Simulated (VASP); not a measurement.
# Si (a cell with a defect) in VASP: relaxation of the atoms with PBEsol

Aim: the relaxation of the atoms of Si (a cell with a defect) with PBEsol.

All numbers are computed with VASP 6.6.1; they aren't measurements. Logs are shortened: lines on timing, memory, paths and dates and some standing lists are left out, and cuts for length are marked.

## 1. The cell of the first run

The cell holds a defect, 17 atoms: a = 7.679 Å, b = 7.679 Å, c = 7.679 Å, α = 60.00°, β = 60.00°, γ = 60.00°.

## 2. Relaxation of the atoms, PBEsol

Contents of INCAR:

```
SYSTEM = Si
PREC = Accurate ; ENCUT = 520
EDIFF = 1E-7 ; ISMEAR = 0
SIGMA = 0.02 ; LREAL = Auto
LASPH = .TRUE. ; NELM = 60
ALGO = Normal ; ISIF = 2
LWAVE = .FALSE. ; LCHARG = .FALSE.
GGA = PS ; IBRION = 2
NSW = 80 ; EDIFFG = -0.03
```

Contents of KPOINTS:

```
Automatic mesh
0
G
  2 2 2
  0 0 0
```

Contents of POSCAR:

```
Si
1.0
    0.0000000000      5.4300000000      5.4300000000
    5.4300000000      0.0000000000      5.4300000000
    5.4300000000      5.4300000000      0.0000000000
Si
17
Direct
    0.0000000000      0.0000000000      0.0000000000
    0.1250000000      0.1250000000      0.1250000000
    0.0000000000      0.0000000000      0.5000000000
    0.1250000000      0.1250000000      0.6250000000
    0.0000000000      0.5000000000      0.0000000000
    0.1250000000      0.6250000000      0.1250000000
    0.0000000000      0.5000000000      0.5000000000
    0.1250000000      0.6250000000      0.6250000000
    0.5000000000      0.0000000000      0.0000000000
    0.6250000000      0.1250000000      0.1250000000
    0.5000000000      0.0000000000      0.5000000000
    0.6250000000      0.1250000000      0.6250000000
    0.5000000000      0.5000000000      0.0000000000
    0.6250000000      0.6250000000      0.1250000000
    0.5000000000      0.5000000000      0.5000000000
    0.6250000000      0.6250000000      0.6250000000
    0.3708827500      0.3762574900      0.3752124900
```

Potentials or basis: VASP PAW PBE potentials, release 64 (Si).

The run is started by

```console
$ cat potpaw_PBE.64/Si/POTCAR > POTCAR
$ mpirun -np 1 vasp_std > vasp.out
```

OUTCAR:

```text
SYSTEM = Si
   PREC = Accurate
   ENCUT = 520
   EDIFF = 1E-7
   ISMEAR = 0
   LREAL = Auto
   LASPH = .TRUE.
   NELM = 60
   ISIF = 2
   GGA = PS
   IBRION = 2
   NSW = 80
   EDIFFG = -0.03

 ion  position               nearest neighbor table
   1  0.000  0.000  0.000-   2 2.35   4 2.35   6 2.35  10 2.35
   2  0.125  0.125  0.125-   1 2.35   3 2.35   5 2.35   9 2.35
   3  0.000  0.000  0.500-   2 2.35   4 2.35   8 2.35  12 2.35
   4  0.125  0.125  0.625-   1 2.35   3 2.35   7 2.35  11 2.35  17 2.70
   5  0.000  0.500  0.000-   2 2.35   6 2.35   8 2.35  14 2.35
   6  0.125  0.625  0.125-   1 2.35   5 2.35   7 2.35  13 2.35  17 2.69
   7  0.000  0.500  0.500-  17 2.33   6 2.35   8 2.35  16 2.35   4 2.35
   8  0.125  0.625  0.625-   3 2.35   5 2.35   7 2.35  15 2.35  17 2.71
   9  0.500  0.000  0.000-   2 2.35  10 2.35  12 2.35  14 2.35
  10  0.625  0.125  0.125-   1 2.35   9 2.35  11 2.35  13 2.35  17 2.72
  11  0.500  0.000  0.500-   4 2.35  10 2.35  12 2.35  16 2.35  17 2.36
  12  0.625  0.125  0.625-   3 2.35   9 2.35  11 2.35  15 2.35  17 2.74
  13  0.500  0.500  0.000-   6 2.35  10 2.35  14 2.35  16 2.35  17 2.35
  14  0.625  0.625  0.125-   5 2.35   9 2.35  13 2.35  15 2.35  17 2.73
  15  0.500  0.500  0.500-   8 2.35  12 2.35  14 2.35  16 2.35  17 2.37
  16  0.625  0.625  0.625-   7 2.35  11 2.35  13 2.35  15 2.35
  17  0.371  0.376  0.375-   7 2.33  13 2.35  11 2.36  15 2.37   6 2.69   4 2.70   8 2.71  10 2.72
                            14 2.73  12 2.74

  LATTYP: Found a face centered cubic cell.
 ALAT       =    10.8600000000

  Lattice vectors:

 A1 = (   0.0000000000,   5.4300000000,   5.4300000000)
 A2 = (   5.4300000000,   0.0000000000,   5.4300000000)
 A3 = (   5.4300000000,   5.4300000000,   0.0000000000)

Analysis of symmetry for initial positions (statically):
=====================================================================
 Subroutine PRICEL returns:
 Original cell was already a primitive cell.

 Routine SETGRP: Setting up the symmetry group for a
 face centered cubic supercell.

 Subroutine GETGRP returns: Found  1 space group operations
 (whereof  1 operations were pure point group operations)
 out of a pool of 48 trial point group operations.

The static configuration has the point symmetry C_1 .

Analysis of symmetry for dynamics (positions and initial velocities):
=====================================================================
 Subroutine PRICEL returns:
 Original cell was already a primitive cell.

 Routine SETGRP: Setting up the symmetry group for a
 face centered cubic supercell.

 Subroutine GETGRP returns: Found  1 space group operations
 (whereof  1 operations were pure point group operations)
 out of a pool of 48 trial point group operations.

The dynamic configuration has the point symmetry C_1 .

 Subroutine INISYM returns: Found  1 space group operations
 (whereof  1 operations are pure point group operations),
 and found     1 'primitive' translations

----------------------------------------------------------------------------------------

                                     Primitive cell

  volume of cell :     320.2060

  direct lattice vectors                    reciprocal lattice vectors
     0.000000000  5.430000000  5.430000000    -0.092081031  0.092081031  0.092081031
     5.430000000  0.000000000  5.430000000     0.092081031 -0.092081031  0.092081031
     5.430000000  5.430000000  0.000000000     0.092081031  0.092081031 -0.092081031

  length of vectors
     7.679179644  7.679179644  7.679179644     0.159489025  0.159489025  0.159489025

  position of ions in fractional coordinates (direct lattice)
     0.000000000  0.000000000  0.000000000
     0.125000000  0.125000000  0.125000000
     0.000000000  0.000000000  0.500000000
     0.125000000  0.125000000  0.625000000
     0.000000000  0.500000000  0.000000000
     0.125000000  0.625000000  0.125000000
[... 9 lines left out ...]
     0.625000000  0.625000000  0.625000000
     0.370882750  0.376257490  0.375212490

  ion indices of the primitive-cell ions
   primitive index   ion index
                 1           1
                 2           2
                 3           3
                 4           4
                 5           5
                 6           6
[... 9 lines left out ...]
                16          16
                17          17

----------------------------------------------------------------------------------------

 KPOINTS: Automatic mesh

Automatic generation of k-mesh.
 Grid dimensions read from file:
 generate k-points for:    2    2    2

 Generating k-lattice:

  Cartesian coordinates                     Fractional coordinates (reciprocal lattice)
    -0.046040516  0.046040516  0.046040516     0.500000000  0.000000000  0.000000000
     0.046040516 -0.046040516  0.046040516     0.000000000  0.500000000  0.000000000
     0.046040516  0.046040516 -0.046040516     0.000000000  0.000000000  0.500000000

  Length of vectors
     0.079744512  0.079744512  0.079744512

  Shift w.r.t. Gamma in fractional coordinates (k-lattice)
     0.000000000  0.000000000  0.000000000

 Subroutine IBZKPT returns following result:
 ===========================================

 Found      8 irreducible k-points:

 Following reciprocal coordinates:
            Coordinates               Weight
  0.000000  0.000000  0.000000      1.000000
  0.500000  0.000000  0.000000      1.000000
  0.000000  0.500000  0.000000      1.000000
  0.000000  0.000000  0.500000      1.000000
  0.500000  0.500000  0.500000      1.000000
  0.500000  0.500000  0.000000      1.000000
  0.000000  0.500000  0.500000      1.000000
  0.500000  0.000000  0.500000      1.000000
   k-points           NKPTS =      8   k-points in BZ     NKDIM =      8   number of bands    NBANDS=     43
   number of dos      NEDOS =    301   number of ions     NIONS =     17
   total plane-waves  NPLWV = 216000
   dimension x,y,z NGX =    60 NGY =   60 NGZ =   60
   dimension x,y,z NGXF=   120 NGYF=  120 NGZF=  120
   ions per type =              17
   NGX,Y,Z   is equivalent  to a cutoff of  12.99, 12.99, 12.99 a.u.
   NGXF,Y,Z  is equivalent  to a cutoff of  25.98, 25.98, 25.98 a.u.
 SYSTEM =  Si
   PREC   = accura    normal or accurate (medium, high low for compatibility)
   ISTART =      0    job   : 0-new  1-cont  2-samecut
   ICHARG =      2    charge: 1-file 2-atom 10-const
   ISPIN  =      1    spin polarized calculation?
   LNONCOLLINEAR =      F non collinear calculations
   LSORBIT =      F    spin-orbit coupling
   LASPH  =      T    aspherical Exc in radial PAW
   ENCUT  =  520.0 eV  38.22 Ry    6.18 a.u.  14.28 14.28 14.28*2*pi/ulx,y,z
   NELM   =     60;   NELMIN=  2; NELMDL= -5     # of ELM steps
   EDIFF  = 0.1E-06   stopping-criterion for ELM
   LREAL  =      T    real-space projection
   EDIFFG = -.3E-01   stopping-criterion for IOM
   NSW    =     80    number of steps for IOM
   IBRION =      2    ionic relax: 0-MD 1-quasi-New 2-CG
   NFREE  =      1    steps in history (QN), initial steepest desc. (CG)
   ISIF   =      2    stress and relaxation
   ISYM   =      2    0-nonsym 1-usesym 2-fastsym
   POTIM  = 0.5000    time-step for ionic-motion
   TEBEG  =    0.0;   TEEND  =   0.0 temperature during run
   PSTRESS=    0.0 pullay stress
   NELECT =      68.0000    total number of electrons
   NUPDOWN=      -1.0000    fix difference up-down
   EMIN   =  10.00;   EMAX   =-10.00  energy-range for DOS
   EFERMI =   0.00;   METHOD = LEGACY
   ISMEAR =     0;   SIGMA  =   0.02  broadening in eV -4-tet -1-fermi 0-gaus
   EFERMI_NEDOS =   21; number of points for ismear=-14 and -15
   IALGO  =     38    algorithm
   IMIX   =      4    mixing-type and parameters
     AMIX     =   0.40;   BMIX     =  1.00
     AMIX_MAG =   1.60;   BMIX_MAG =  1.00
  volume/ion in A,a.u.               =      18.84       127.11
  Fermi-wavevector in a.u.,A,eV,Ry     =   0.976715  1.845724 12.979587  0.953973
  Thomas-Fermi vector in A             =   2.107356
   LORBIT       =      0    0 simple, 1 ext, 2 COOP (PROOUT), +10 PAW based schemes
   GGA     = PS    functional components
   LHFCALC =     F    Hartree Fock is set to
   AEXX    =    0.0000 exact exchange contribution
   IVDW    =     0    specifies the selected vdW correction
   LEPSILON=     F    determine dielectric tensor
   LRPA    =     F    only Hartree local field effects (RPA)
 conjugate gradient relaxation of ions
 non-spin polarized calculation
 Gauss-broadening in eV      SIGMA  =   0.02
  energy-cutoff  :      520.00
  volume of cell :      320.21
 maximum number of plane-waves:      8646
 NGX is ok and might be reduce to    60
   NGX = 29   NGY = 29   NGZ = 29

--------------------------------------- Ionic step        1  -------------------------------------------

 number of electron      68.0000003 magnetization

 Free energy of the ion-electron system (eV)
  ---------------------------------------------------
  ext. energy  EPLUGINS =         0.00000000
  ---------------------------------------------------
  free energy    TOTEN  =       -93.80292940 eV

  energy without entropy =      -93.79907306  energy(sigma->0) =      -93.80100123

------------------------ aborting loop because EDIFF is reached ----------------------------------------

  FORCE on cell =-STRESS in cart. coord.  units (eV):
  Direction    XX          YY          ZZ          XY          YZ          ZX
  --------------------------------------------------------------------------------------
  -------------------------------------------------------------------------------------
  Total        7.9514802      7.9635334      7.9569710     -0.1998326      0.1066600     -0.2716061
  in kB       39.7858903     39.8461993     39.8133640     -0.9998792      0.5336822     -1.3590034
  external PRESSURE =      39.8151512 kB  Pullay stress =       0.0000000 kB
[... 240 lines left out ...]
  energy  without entropy=      -93.9173618712  energy(sigma->0) =      -93.91935944

--------------------------------------- Ionic step        6  -------------------------------------------

 number of electron      68.0000001 magnetization

 Free energy of the ion-electron system (eV)
  ---------------------------------------------------
  ext. energy  EPLUGINS =         0.00000000
  ---------------------------------------------------
  free energy    TOTEN  =       -93.92168589 eV

  energy without entropy =      -93.91771437  energy(sigma->0) =      -93.91970013

 E-fermi :   6.8060     XC(G=0):  -9.8055

 val. band max:        6.5659257835   @ k =   0.0000   0.0000   0.0000
 cond. band min:       6.8122754512   @ k =   0.0000   0.5000   0.5000
 fundamental gap:      0.2463496676
 Fermi energy:         6.8060323762

 k-point     1 :       0.0000    0.0000    0.0000
  band No.  band energies     occupation
      1      -6.3880      2.00000
      2      -3.8275      2.00000
      3      -3.6835      2.00000
      4      -3.6827      2.00000
      5      -3.6823      2.00000
      6      -2.8709      2.00000
[... 401 lines left out ...]
  FREE ENERGIE OF THE ION-ELECTRON SYSTEM (eV)
  ---------------------------------------------------
  free  energy   TOTEN  =       -93.9216858920 eV

  energy  without entropy=      -93.9177143703  energy(sigma->0) =      -93.91970013

 reached required accuracy - stopping structural energy minimisation
```

Run time: 18 min. Hardware: 1 thread of Oxide Virtual Turin-like, shared host; peak memory 0.5 GiB.

Results:

```yaml
Free_energy: -93.9217 eV
Energy_gained_by_relaxing: 7.0 meV/atom
Ionic_steps: 6
Pressure_after_relaxing: 3.5 GPa
Largest_force_after_relaxing: 0.017 eV/Å
Band_gap_on_the_k_mesh: zero (bands 34 and 35 overlap by 0.25 eV)
```

Forces on the atoms (eV/Å):
```
Si  -0.003 -0.001 -0.002
Si   0.000  0.000  0.000
Si   0.000  0.002  0.001
Si   0.005 -0.005  0.003
Si   0.001  0.000  0.003
Si   0.004  0.004 -0.003
Si  -0.003  0.001  0.002
Si  -0.003 -0.006 -0.006
Si   0.003 -0.001 -0.002
Si   0.003  0.000  0.002
Si  -0.002 -0.001 -0.007
Si  -0.002 -0.002  0.000
Si  -0.001 -0.008 -0.001
Si  -0.003 -0.001 -0.002
Si   0.007  0.001  0.002
Si  -0.001  0.004  0.003
Si  -0.004  0.013  0.009
```

Step by step:
```
step  energy change (eV)  largest force (eV/Å)  pressure (GPa)
   1              0.0000                1.0199            3.98
   2             -0.1155                0.1135            3.53
   3             -0.1163                0.1382            3.50
   4             -0.1183                0.0417            3.51
   5             -0.1184                0.0514            3.51
   6             -0.1188                0.0167            3.51
```

Final structure:
```cif
data_structure
_symmetry_space_group_name_H-M 'P 1'
_symmetry_Int_Tables_number 1
_cell_length_a 7.6792
_cell_length_b 7.6792
_cell_length_c 7.6792
_cell_angle_alpha 60.000
_cell_angle_beta 60.000
_cell_angle_gamma 60.000
_cell_volume 320.21
loop_
_atom_site_label
_atom_site_type_symbol
_atom_site_fract_x
_atom_site_fract_y
_atom_site_fract_z
_atom_site_occupancy
Si1 Si 0.00040 0.00053 0.00051 1
Si2 Si 0.12503 0.12499 0.12500 1
Si3 Si 0.00037 0.00049 0.49860 1
Si4 Si 0.12192 0.12205 0.62800 1
Si5 Si 0.00039 0.49858 0.00048 1
Si6 Si 0.12192 0.62802 0.12203 1
Si7 Si 0.99267 0.50244 0.50247 1
Si8 Si 0.12192 0.62800 0.62799 1
Si9 Si 0.49868 0.00044 0.00041 1
Si10 Si 0.62793 0.12205 0.12203 1
Si11 Si 0.50206 0.99394 0.50201 1
Si12 Si 0.62790 0.12206 0.62794 1
Si13 Si 0.50216 0.50208 0.99370 1
Si14 Si 0.62792 0.62797 0.12203 1
Si15 Si 0.50194 0.50190 0.50190 1
Si16 Si 0.62404 0.62530 0.62505 1
Si17 Si 0.37364 0.37541 0.37506 1
```

Caveat: the k points lie up to 0.50 Å⁻¹ apart; the PAW data sets were made with another functional, which shifts forces and pressure a little.
